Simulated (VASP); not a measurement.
Write the native input for VASP 6.6.1 that does the following.

- Task: single point
- Functional: PBE
- Potentials or basis: VASP PAW PBE potentials, release 64 (Hg, Te)
- Cutoff: 500 eV
- k mesh: 6 × 6 × 6
- Occupations: fermi-dirac, width 0.02 eV
- Spin: no spin polarisation
- Dipole correction: no
- Further INCAR settings: ALGO = Normal; EDIFF = 1e-06; NBANDS = 16

The structure of HgTe lies in POSCAR:

```
HgTe
1.0
    0.0000000000      3.2891578872      3.2891578872
    3.2891578872      0.0000000000      3.2891578872
    3.2891578872      3.2891578872      0.0000000000
Hg Te
1 1
Direct
    0.0000000000      0.0000000000      0.0000000000
    0.2500000000      0.2500000000      0.2500000000
```

These files were run (other wordings do the same):

INCAR

```
SYSTEM = HgTe
PREC = Accurate ; ENCUT = 500
EDIFF = 1E-6 ; ISMEAR = -1
SIGMA = 0.02 ; LREAL = .False.
LASPH = .True. ; NELM = 120
ALGO = Normal ; ISIF = 2
LWAVE = .False. ; LCHARG = .True.
GGA = PE ; LELF = .True.
LVHAR = .True. ; NBANDS = 16
GGA_COMPAT = .False.
```

KPOINTS

```
Automatic mesh
0
Gamma
  6 6 6
  0 0 0
```

Potentials or basis: VASP PAW PBE potentials, release 64 (Hg, Te).

Run with:

```sh
$ cat potpaw_PBE.64/Hg/POTCAR potpaw_PBE.64/Te/POTCAR > POTCAR
$ mpirun -np 1 vasp_std > vasp.out
```

It gave:

```json
{"Pressure": "1.3 GPa", "Band gap on the k mesh": "zero (filled and empty bands touch)"}
```

Caveat: semilocal functionals underestimate gaps, so a narrow gap can read as zero; spin-orbit coupling is left out, which moves the levels of the heavy elements.

Wall time 16 s on 1 thread of Intel(R) Xeon(R) Platinum 8488C (Sapphire Rapids), with other jobs on the host, peak memory 0.21 GiB.
